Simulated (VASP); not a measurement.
TeW:

```
W Te
1.0
     0.00000    3.06183    3.06183
     3.06183    0.00000    3.06183
     3.06183    3.06183    0.00000
W Te
1 1
Direct
  0.00000 0.00000 0.00000
  0.25000 0.25000 0.25000
```

Base run:

```yaml
Program: VASP 6.6.1
Functional: PBE
Potentials_or_basis: VASP PAW PBE potentials, release 64 (W_sv, Te)
Cutoff: 520 eV
k_mesh: 12 × 12 × 12
Occupations: gaussian, width 0.1 eV
Spin: collinear spin
Starting_moments: "[1.0, 0.0] μB"
```

Its results: pressure 0.0 GPa.

Q: The run is repeated on the same cell with these changes: spin from collinear spin to no spin polarisation; further incar settings from ALGO = Normal; EDIFF = 1e-06; NBANDS = 21 to ALGO = Normal; EDIFF = 1e-07; NBANDS = 17. What comes out?

A: Pressure -1.2 GPa.
